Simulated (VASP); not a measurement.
# Rh (P6_3/mmc) in VASP: notebook

Rh is run at these levels: PBE; tasks: single point.

Program: VASP 6.6.1. These are calculated values, not measurements. Logs are shortened: lines on timing, memory, paths and dates and some standing lists are left out, and cuts for length are marked.

## Step 1: The cell of the first run

Symmetry: P6_3/mmc, No. 194, hexagonal system. The conventional cell has a = 2.669 Å, b = 2.669 Å, c = 4.296 Å, α = 90.00°, β = 90.00°, γ = 120.00°. Rh (site symmetry -6m2) has 12 Rh at 2.64 to 2.67 Å within 3.5 Å.

This isn't the form of Rh at room conditions, which is fcc.

## Step 2: Single point, PBE, collinear spin, ferromagnetic start (13.25 Å³/atom)

INCAR

```
SYSTEM = Rh
PREC = Accurate ; ENCUT = 500
EDIFF = 1E-6 ; ISMEAR = 0
SIGMA = 0.15 ; LREAL = .FALSE.
LASPH = .TRUE. ; NELM = 200
ALGO = Normal ; ISIF = 2
LWAVE = .FALSE. ; LCHARG = .FALSE.
ISPIN = 2 ; MAGMOM = 0.875 0.875
LORBIT = 11 ; NUPDOWN = 1.75
LMAXMIX = 4 ; GGA = PE
NBANDS = 26 ; GGA_COMPAT = .FALSE.
```

KPOINTS

```
Automatic mesh
0
G
  21 21 12
  0 0 0
```

POSCAR

```
Rh
1.0
    2.6692693142      0.0000000000      0.0000000000
   -1.3346346571      2.3116550356      0.0000000000
    0.0000000000      0.0000000000      4.2956488669
Rh
2
Direct
    0.6666666667      0.3333333333      0.7500000000
    0.3333333333      0.6666666667      0.2500000000
```

Potentials or basis: VASP PAW PBE potentials, release 64 (Rh_pv).

The run is started by

```console
$ cat potpaw_PBE.64/Rh_pv/POTCAR > POTCAR
$ mpirun -np 1 vasp_std > vasp.out
```

OUTCAR:

```text
SYSTEM = Rh
   PREC = Accurate
   ENCUT = 500
   EDIFF = 1E-6
   ISMEAR = 0
   LREAL = .FALSE.
   LASPH = .TRUE.
   NELM = 200
   ISIF = 2
   ISPIN = 2
   LORBIT = 11
   NUPDOWN = 1.75
   GGA = PE

 ion  position               nearest neighbor table
   1  0.667  0.333  0.750-   2 2.64   2 2.64   2 2.64   2 2.64   2 2.64   2 2.64
   2  0.333  0.667  0.250-   1 2.64   1 2.64   1 2.64   1 2.64   1 2.64   1 2.64

  LATTYP: Found a hexagonal cell.
 ALAT       =     2.6692693142
 C/A-ratio  =     1.6092976621

  Lattice vectors:

 A1 = (   2.6692693142,   0.0000000000,   0.0000000000)
 A2 = (  -1.3346346571,   2.3116550356,   0.0000000000)
 A3 = (   0.0000000000,   0.0000000000,   4.2956488669)

Analysis of symmetry for initial positions (statically):
=====================================================================
 Subroutine PRICEL returns:
 Original cell was already a primitive cell.

 Routine SETGRP: Setting up the symmetry group for a
 hexagonal supercell.

 Subroutine GETGRP returns: Found 24 space group operations
 (whereof 12 operations were pure point group operations)
 out of a pool of 24 trial point group operations.

The static configuration has the point symmetry D_3d.
 The point group associated with its full space group is D_6h.

Analysis of symmetry for dynamics (positions and initial velocities):
=====================================================================
 Subroutine PRICEL returns:
 Original cell was already a primitive cell.

 Routine SETGRP: Setting up the symmetry group for a
 hexagonal supercell.

 Subroutine GETGRP returns: Found 24 space group operations
 (whereof 12 operations were pure point group operations)
 out of a pool of 24 trial point group operations.

The dynamic configuration has the point symmetry D_3d.
 The point group associated with its full space group is D_6h.

Analysis of structural, dynamic, and magnetic symmetry:
=====================================================================
 Subroutine PRICEL returns:
 Original cell was already a primitive cell.

 Routine SETGRP: Setting up the symmetry group for a
 hexagonal supercell.

 Subroutine GETGRP returns: Found 24 space group operations
 (whereof 12 operations were pure point group operations)
 out of a pool of 24 trial point group operations.

The overall configuration has the point symmetry D_3d.
 The point group associated with its full space group is D_6h.

 Subroutine INISYM returns: Found 24 space group operations
 (whereof 12 operations are pure point group operations),
 and found     1 'primitive' translations

----------------------------------------------------------------------------------------

                                     Primitive cell

  volume of cell :      26.5060

  direct lattice vectors                    reciprocal lattice vectors
     2.669269314  0.000000000  0.000000000     0.374634360  0.216295248  0.000000000
    -1.334634657  2.311655036  0.000000000     0.000000000  0.432590497  0.000000000
     0.000000000  0.000000000  4.295648867     0.000000000  0.000000000  0.232793701

  length of vectors
     2.669269314  2.669269314  4.295648867     0.432590497  0.432590497  0.232793701

  position of ions in fractional coordinates (direct lattice)
     0.666666667  0.333333333  0.750000000
     0.333333333  0.666666667  0.250000000

  ion indices of the primitive-cell ions
   primitive index   ion index
                 1           1
                 2           2

----------------------------------------------------------------------------------------

 KPOINTS: Automatic mesh

Automatic generation of k-mesh.
 Grid dimensions read from file:
 generate k-points for:   21   21   12

 Generating k-lattice:

  Cartesian coordinates                     Fractional coordinates (reciprocal lattice)
     0.017839731  0.010299774  0.000000000     0.047619048 -0.000000000  0.000000000
     0.000000000  0.020599547  0.000000000     0.000000000  0.047619048  0.000000000
     0.000000000  0.000000000  0.019399475     0.000000000  0.000000000  0.083333333

  Length of vectors
     0.020599547  0.020599547  0.019399475

  Shift w.r.t. Gamma in fractional coordinates (k-lattice)
     0.000000000  0.000000000  0.000000000

 Subroutine IBZKPT returns following result:
 ===========================================

 Found    336 irreducible k-points:

 Following reciprocal coordinates:
            Coordinates               Weight
  0.000000  0.000000  0.000000      1.000000
  0.047619  0.000000  0.000000      6.000000
  0.095238  0.000000  0.000000      6.000000
  0.142857  0.000000  0.000000      6.000000
  0.190476  0.000000  0.000000      6.000000
  0.238095 -0.000000  0.000000      6.000000
[... 16 lines left out ...]
  0.142857  0.095238  0.000000     12.000000
  0.190476  0.095238  0.000000     12.000000
 [... further k-points ...]
   k-points           NKPTS =    336   k-points in BZ     NKDIM =    336   number of bands    NBANDS=     26
   number of dos      NEDOS =    301   number of ions     NIONS =      2
   total plane-waves  NPLWV =  12800
   dimension x,y,z NGX =    20 NGY =   20 NGZ =   32
   dimension x,y,z NGXF=    40 NGYF=   40 NGZF=   64
   ions per type =               2
   NGX,Y,Z   is equivalent  to a cutoff of  12.46, 12.46, 12.38 a.u.
   NGXF,Y,Z  is equivalent  to a cutoff of  24.91, 24.91, 24.77 a.u.
 SYSTEM =  Rh
   PREC   = accura    normal or accurate (medium, high low for compatibility)
   ISTART =      0    job   : 0-new  1-cont  2-samecut
   ICHARG =      2    charge: 1-file 2-atom 10-const
   ISPIN  =      2    spin polarized calculation?
   LNONCOLLINEAR =      F non collinear calculations
   LSORBIT =      F    spin-orbit coupling
   LASPH  =      T    aspherical Exc in radial PAW
   ENCUT  =  500.0 eV  36.75 Ry    6.06 a.u.   4.87  4.87  7.83*2*pi/ulx,y,z
   NELM   =    200;   NELMIN=  2; NELMDL= -5     # of ELM steps
   EDIFF  = 0.1E-05   stopping-criterion for ELM
   LREAL  =      F    real-space projection
   EDIFFG = 0.1E-04   stopping-criterion for IOM
   NSW    =      0    number of steps for IOM
   IBRION =     -1    ionic relax: 0-MD 1-quasi-New 2-CG
   NFREE  =      0    steps in history (QN), initial steepest desc. (CG)
   ISIF   =      2    stress and relaxation
   ISYM   =      2    0-nonsym 1-usesym 2-fastsym
   POTIM  = 0.5000    time-step for ionic-motion
   TEBEG  =    0.0;   TEEND  =   0.0 temperature during run
   PSTRESS=    0.0 pullay stress
   NELECT =      30.0000    total number of electrons
   NUPDOWN=       1.7500    fix difference up-down
   EMIN   =  10.00;   EMAX   =-10.00  energy-range for DOS
   EFERMI =   0.00;   METHOD = LEGACY
   ISMEAR =     0;   SIGMA  =   0.15  broadening in eV -4-tet -1-fermi 0-gaus
   EFERMI_NEDOS =   21; number of points for ismear=-14 and -15
   IALGO  =     38    algorithm
   IMIX   =      4    mixing-type and parameters
     AMIX     =   0.40;   BMIX     =  1.00
     AMIX_MAG =   1.60;   BMIX_MAG =  1.00
  volume/ion in A,a.u.               =      13.25        89.44
  Fermi-wavevector in a.u.,A,eV,Ry     =   1.706084  3.224032 39.602805  2.910724
  Thomas-Fermi vector in A             =   2.785186
   LORBIT       =     11    0 simple, 1 ext, 2 COOP (PROOUT), +10 PAW based schemes
   GGA     = PE    functional components
   LHFCALC =     F    Hartree Fock is set to
   AEXX    =    0.0000 exact exchange contribution
   IVDW    =     0    specifies the selected vdW correction
   LEPSILON=     F    determine dielectric tensor
   LRPA    =     F    only Hartree local field effects (RPA)
 spin polarized calculation
 Gauss-broadening in eV      SIGMA  =   0.15
  energy-cutoff  :      500.00
  volume of cell :       26.51
 maximum number of plane-waves:       699
 NGX is ok and might be reduce to    20
   NGX =  9   NGY =  9   NGZ = 15

 number of electron      29.9999993 magnetization       1.7499999

 Free energy of the ion-electron system (eV)
  ---------------------------------------------------
  ext. energy  EPLUGINS =         0.00000000
  ---------------------------------------------------
  free energy    TOTEN  =       -14.15725153 eV

  energy without entropy =      -14.12207826  energy(sigma->0) =      -14.13966490

 E-fermi :  12.3152     XC(G=0): -14.2603

 val. band max:       12.8420624931   @ k =   0.3810   0.2381   0.3333
 cond. band min:      12.3205869458   @ k =   0.3810   0.0000   0.4167
 fundamental gap:     -0.5214755473
 Fermi energy:        12.8453866876

 spin component 1

 k-point     1 :       0.0000    0.0000    0.0000
  band No.  band energies     occupation
      1     -34.9859      1.00000
      2     -34.2608      1.00000
      3     -34.2608      1.00000
      4     -34.1376      1.00000
      5     -34.1376      1.00000
      6     -34.1311      1.00000
[... 18 lines left out ...]
     25      35.7415      0.00000
     26      35.7415      0.00000
[... 644 lines left out ...]
      4     -34.3389      1.00000
      5     -34.2080      1.00000
      6     -34.2030      1.00000
[... 18 lines left out ...]
     25      32.5959      0.00000
     26      33.1528      0.00000

 [... further k-points ...]

 spin component 2

 k-point     1 :       0.0000    0.0000    0.0000
  band No.  band energies     occupation
      1     -34.2617      1.00000
      2     -33.5395      1.00000
      3     -33.5395      1.00000
      4     -33.4145      1.00000
      5     -33.4145      1.00000
      6     -33.3892      1.00000
[... 18 lines left out ...]
     25      35.9925      0.00000
     26      35.9941      0.00000
[... 644 lines left out ...]
      4     -33.6193      1.00000
      5     -33.4860      1.00000
      6     -33.4624      1.00000
[... 18 lines left out ...]
     25      33.7143      0.00000
     26      33.7159      0.00000

 [... further k-points ...]
[... 5 lines left out ...]
  --------------------------------------------------------------------------------------
  -------------------------------------------------------------------------------------
  Total        3.8966440      3.8966440      4.0897567      0.0000000      0.0000000      0.0000000
  in kB      235.5359015    235.5359015    247.2087634      0.0000000      0.0000000      0.0000000
  external PRESSURE =     239.4268555 kB  Pullay stress =       0.0000000 kB

 VOLUME and BASIS-vectors are now :
 -----------------------------------------------------------------------------
  energy-cutoff  :      500.00
  volume of cell :       26.51
      direct lattice vectors                 reciprocal lattice vectors
     2.669269314  0.000000000  0.000000000     0.374634360  0.216295248  0.000000000
    -1.334634657  2.311655036  0.000000000     0.000000000  0.432590497  0.000000000
     0.000000000  0.000000000  4.295648867     0.000000000  0.000000000  0.232793701

 POSITION                                       TOTAL-FORCE (eV/Angst)
 -----------------------------------------------------------------------------------
      1.33463      0.77055      3.22174        -0.000000      0.000000      0.000000
     -0.00000      1.54110      1.07391         0.000000     -0.000000      0.000000
 -----------------------------------------------------------------------------------
    total drift:                               -0.000000      0.000000     -0.000000

  FREE ENERGIE OF THE ION-ELECTRON SYSTEM (eV)
  ---------------------------------------------------
  free  energy   TOTEN  =       -14.1572515288 eV

  energy  without entropy=      -14.1220782614  energy(sigma->0) =      -14.13966490

 total charge

# of ion       s       p       d       tot
------------------------------------------
    1        0.426   6.324   7.115  13.865
    2        0.426   6.324   7.115  13.865
--------------------------------------------------
tot          0.853  12.648  14.229  27.729

 magnetization (x)

# of ion       s       p       d       tot
------------------------------------------
    1       -0.001  -0.000   0.871   0.870
    2       -0.001  -0.000   0.871   0.870
--------------------------------------------------
tot         -0.002  -0.001   1.742   1.739
```

It took 7.2 min on 1 thread of Intel Xeon Platinum 8488C (Sapphire Rapids), shared host; peak memory 0.38 GiB.

What came out:

| Property | Result |
| --- | --- |
| Free energy | -14.1573 eV |
| Pressure | 23.9 GPa |
| Net moment | 1.75 μB per cell |
| Site moments | Rh +0.87 μB |
| Valence electrons inside the program's atomic spheres | Rh 13.87 |

Stress tensor (GPa, compression positive):
```
23.55  0.00  0.00
 0.00 23.55  0.00
 0.00  0.00 24.72
```

Caveat: the cell stands under pressure; the total moment is fixed, so each spin has its own Fermi level.

## Step 3: Single point, PBE, collinear spin, ferromagnetic start (14.10 Å³/atom)

This run uses another cell than the first one, of 14.10 Å³/atom.

INCAR

```
SYSTEM = Rh
PREC = Accurate ; ENCUT = 500
EDIFF = 1E-6 ; ISMEAR = 0
SIGMA = 0.15 ; LREAL = .False.
LASPH = .True. ; NELM = 200
ALGO = Normal ; ISIF = 2
LWAVE = .False. ; LCHARG = .True.
ISPIN = 2 ; MAGMOM = 0.75 0.75
LORBIT = 11 ; NUPDOWN = 1.5
LMAXMIX = 4 ; GGA = PE
LELF = .True. ; LVHAR = .True.
NBANDS = 26 ; GGA_COMPAT = .False.
```

KPOINTS

```
regular mesh
0
Gamma
  21 21 12
  0 0 0
```

POSCAR

```
Rh
1.0
    2.7248648789      0.0000000000      0.0000000000
   -1.3624324395      2.3598022070      0.0000000000
    0.0000000000      0.0000000000      4.3851186793
Rh
2
Direct
    0.6666666667      0.3333333333      0.7500000000
    0.3333333333      0.6666666667      0.2500000000
```

Potentials or basis: VASP PAW PBE potentials, release 64 (Rh_pv).

The run is started by

```console
$ cat potpaw_PBE.64/Rh_pv/POTCAR > POTCAR
$ mpirun -np 1 vasp_std > vasp.out
```

Run time: 2.3 min. Hardware: 1 thread of Intel Xeon 6975P-C (Granite Rapids), shared host; peak memory 0.38 GiB.

The run converged. Its results:

| Property | Result |
| --- | --- |
| Free energy | -14.3482 eV |
| Pressure | 3.5 GPa |
| Net moment | 1.50 μB per cell |
| Site moments | Rh +0.75 μB |
| Valence electrons inside the program's atomic spheres | Rh 13.75 |

Stress tensor (GPa, compression positive):
```
3.38 0.00 0.00
0.00 3.38 0.00
0.00 0.00 3.61
```

Caveat: the cell stands under pressure; the total moment is fixed, so each spin has its own Fermi level.
